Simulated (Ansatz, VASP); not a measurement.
## Two plane-wave programs on TiAl3

INCAR

```
ALGO = Fast ; EDIFF = 1E-6
ENCUT = 520 ; GGA = PE
ISIF = 2 ; ISMEAR = 0
LASPH = T ; LCHARG = F
LREAL = F ; LWAVE = F
NBANDS = 18 ; NELM = 100
PREC = Accurate ; SIGMA = 0.15
```

Contents of KPOINTS:

```
k-points
0
Gamma
  14 14 14
```

The input POSCAR:

```
TiAl3
1.0
   -1.9225789803      1.9225789803      4.3111351100
    1.9225789803     -1.9225789803      4.3111351100
    1.9225789803      1.9225789803     -4.3111351100
Ti Al
1 3
Direct
    0.0090700682     -0.0069146280     -0.0159846962
    0.4832990620      0.4674455026     -0.0158535595
    0.7503050242      0.2724107481      0.5221057238
    0.2503050242      0.7724107481      0.5221057238
```

Input for Ansatz:

```yaml
crystal:
  lattice:
    - [-1.9225789803, 1.9225789803, 4.31113511]
    - [1.9225789803, -1.9225789803, 4.31113511]
    - [1.9225789803, 1.9225789803, -4.31113511]
  atoms:
    - { symbol: Ti, position: [0.0090700682, -0.006914628, -0.0159846962] }
    - { symbol: Al, position: [0.483299062, 0.4674455026, -0.0158535595] }
    - { symbol: Al, position: [0.7503050242, 0.2724107481, 0.5221057238] }
    - { symbol: Al, position: [0.2503050242, 0.7724107481, 0.5221057238] }
basis:
  ecutwfc: 520.0
kpoints:
  mp_grid: { grid: [14, 14, 14] }
hamiltonian:
  xc: pbe
  pseudopotentials: { kind: paw, azcp: { folder: soft_1 } }
scf:
  occupations: { method: gaussian, width: 0.15 }
output:
  forces: true
  stress: true
  eigenvalues: true
```

Change from the starting cell: mode 4 frozen in at -0.144 Å and mode 5 at -0.085 Å (largest displacements).

Alike in both runs: task single point; functional PBE; k mesh 14 × 14 × 14; occupations gaussian, width 0.15 eV; no spin polarisation.

```csv
,VASP,Ansatz
version,VASP 6.6.1,Ansatz 0.2.0
potentials or method,"VASP PAW PBE potentials, release 64 (Ti_sv, Al), cutoff 520 eV","scalar-relativistic, plane waves, PAW"
valence electrons in the cell,21,21
```

```tsv
	VASP	Ansatz	Ansatz less VASP
gap on the k mesh at the Fermi level (eV)	none	none	-
pressure (GPa)	0.8	0.8	+0.02
traceless stress, the component that is largest in VASP (GPa)	-0.49	-0.49	0.000
rms of the force components (eV/Å)	0.350	0.349	-0.0002
```

Atom by atom the forces differ by 0.001 eV/Å (rms over components). A gap of «none» marks a metal or a gap that the smearing closes.
